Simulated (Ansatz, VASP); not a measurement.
Ba2CuSO2: VASP beside Ansatz

The input INCAR:

```
SYSTEM = Ba2CuSO2
PREC = Accurate ; ENCUT = 520
EDIFF = 1E-7 ; ISMEAR = -1
SIGMA = 0.1 ; LREAL = .FALSE.
LASPH = .TRUE. ; NELM = 60
ALGO = Normal ; ISIF = 2
LWAVE = .FALSE. ; LCHARG = .TRUE.
GGA = PS ; IVDW = 12
LELF = .TRUE. ; LVHAR = .TRUE.
NBANDS = 34
```

Contents of KPOINTS:

```
regular mesh
0
G
  6 6 3
  0 0 0
```

The input POSCAR:

```
Ba2CuSO2
1.0
    4.0477481080      0.0000000000      0.0000000000
    0.0000000000      4.0477481080      0.0000000000
    0.0000000000      0.0000000000      7.4974677331
Ba Cu S O
2 1 1 2
Direct
    0.5000000000      0.5000000000      0.7574590000
    0.5000000000      0.5000000000      0.2425410000
    0.0000000000      0.0000000000      0.5000000000
    0.0000000000      0.0000000000      0.0000000000
    0.0000000000      0.5000000000      0.5000000000
    0.5000000000      0.0000000000      0.5000000000
```

Input for Ansatz:

```yaml
crystal:
  lattice:
    - [4.047748107997872, 0.0, 0.0]
    - [0.0, 4.047748107997872, 0.0]
    - [0.0, 0.0, 7.4974677331374435]
  atoms:
    - { symbol: Ba, position: [0.5, 0.5, 0.757459] }
    - { symbol: Ba, position: [0.5, 0.5, 0.242541] }
    - { symbol: Cu, position: [0.0, 0.0, 0.5] }
    - { symbol: S, position: [0.0, 0.0, 0.0] }
    - { symbol: O, position: [0.0, 0.5, 0.5] }
    - { symbol: O, position: [0.5, 0.0, 0.5] }
basis:
  ecutwfc: 557.833418042754
kpoints:
  mp_grid:
    grid: [6, 6, 3]
hamiltonian:
  xc: pbesol
  dispersion: d3bj
scf:
  occupations:
    method: fermi_dirac
    width: 0.1
output:
  stress: true
```

Alike in both runs: task single point; functional PBEsol; dispersion D3(BJ); k mesh 6 × 6 × 3; occupations fermi-dirac, width 0.1 eV; no spin polarisation.

```csv
,VASP,Ansatz
version,VASP 6.6.1,Ansatz 0.2.0
potentials or method,"VASP PAW PBE potentials, release 64 (Ba_sv, Cu, S, O), cutoff 520 eV","plane waves, PAW"
valence electrons in the cell,49,57
```

VASP gave:

- pressure (GPa): -7.7
- traceless stress, the component that is largest in VASP (GPa): 0.60

**Question.** What did Ansatz give for the same quantities?

**Answer.** Pressure (GPa): -8.8; traceless stress, the component that is largest in VASP (GPa): 0.52.

VASP's potentials were made for PBE, not for PBEsol. VASP's potentials hold 49 valence electrons a cell and Ansatz's 57, so a difference there can come from the potentials and not from the codes.

Neither program's run includes spin-orbit coupling.
